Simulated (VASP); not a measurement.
**AlRu: single point with PBE**

The system is AlRu.

```
Al Ru
1.0
     2.99160    0.00000    0.00000
     0.00000    2.99160    0.00000
     0.00000    0.00000    2.99160
Al Ru
1 1
Cartesian
  0.0000 0.0125 0.0000
  1.4958 1.4958 1.4958
```

This cell differs from its parent crystal: all Al atoms moved +0.013 Å, as atom 1 along Cartesian [0 1 0].

- Program: VASP 6.6.1
- Task: single point
- Functional: PBE
- Potentials or basis: VASP PAW PBE potentials, release 64 (Al, Ru_pv)
- Cutoff: 520 eV
- k mesh: 16 × 16 × 16
- Occupations: gaussian, width 0.15 eV
- Spin: no spin polarisation

| Property | Result |
| --- | --- |
| Pressure | 2.6 GPa |
| Largest force | 0.098 eV/Å |

Forces on the atoms (eV/Å):
```
Al   0.000 -0.098  0.000
Ru   0.000  0.098  0.000
```

Levels at points of the mesh, in eV from the Fermi level:
```csv
k point,band 6,band 7,band 8,band 9,band 10,band 11,band 12,band 13
"(0.00, 0.00, 0.00)",-3.58,0.16,0.16,0.16,6.06,6.06,6.06,10.96
"(0.50, 0.00, 0.00)",-2.78,-1.62,-1.62,0.42,2.28,7.43,11.02,11.02
"(0.00, 0.50, 0.00)",-2.78,-1.62,-1.62,0.42,2.28,7.43,11.02,11.02
"(0.50, 0.50, 0.00)",-1.38,-1.38,-1.18,-1.18,1.52,5.30,6.22,10.58
"(0.50, 0.00, 0.50)",-1.38,-1.38,-1.18,-1.18,1.52,5.30,6.22,10.58
"(0.50, 0.50, 0.50)",-4.65,1.61,1.61,2.56,4.12,4.12,4.12,8.52
```

It took 3.2 min on 1 thread of AMD EPYC 7R13 (shared host), peak memory 0.25 GiB.

Caveat: the cell differs from its parent crystal (all Al atoms moved +0.013 Å, as atom 1 along Cartesian [0 1 0]).
